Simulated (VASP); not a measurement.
Set up this calculation in VASP 6.6.1, as the native input.

- Task: single point
- Functional: PBEsol
- Potentials or basis: VASP PAW PBE potentials, release 64 (Ru_pv)
- Cutoff: 520 eV
- k mesh: 24 × 24 × 12
- Occupations: gaussian, width 0.1 eV
- Spin: no spin polarisation
- Dipole correction: no
- Further INCAR settings: ALGO = Fast; EDIFF = 1e-07; NBANDS = 21

The structure of Ru lies in POSCAR:

```
Ru
1.0
    2.7163760135      0.0000000000      0.0000000000
   -1.3581880067      2.3524506339      0.0000000000
    0.0000000000      0.0000000000      4.2247154650
Ru
2
Direct
    0.3333333333      0.6666666667      0.2500000000
    0.6666666667      0.3333333333      0.7500000000
```

This cell differs from its parent crystal: biaxial strain in the a-b plane: +1.0 %, then relaxed in part.

The input as run:

INCAR

```
PREC = Accurate
ENCUT = 520
EDIFF = 1E-7
ISMEAR = 0
SIGMA = 0.1
LREAL = F
LASPH = T
NELM = 80
ALGO = Fast
ISIF = 2
LWAVE = F
LCHARG = F
GGA = PS
NBANDS = 21
```

KPOINTS

```
Automatic mesh
0
Gamma
  24 24 12
```

Potentials or basis: VASP PAW PBE potentials, release 64 (Ru_pv).

Launch:

```console
$ cat potpaw_PBE.64/Ru_pv/POTCAR > POTCAR
$ mpirun -np 1 vasp_std > vasp.out
```

It gave:

| Quantity | Value |
| --- | --- |
| Pressure | -4.3 GPa |
| Band gap on the k mesh | zero (bands 14 and 15 overlap by 3.24 eV) |

Caveat: the cell differs from its parent crystal (biaxial strain in the a-b plane: +1.0 %, then relaxed in part); the stress differs along the axes, from -6 to -0 GPa; the PAW data sets were made with another functional, which shifts forces and pressure a little.

Run time: 6.4 min on 1 thread of Intel Xeon 8259CL, with other jobs on the host, peak memory 0.29 GiB.
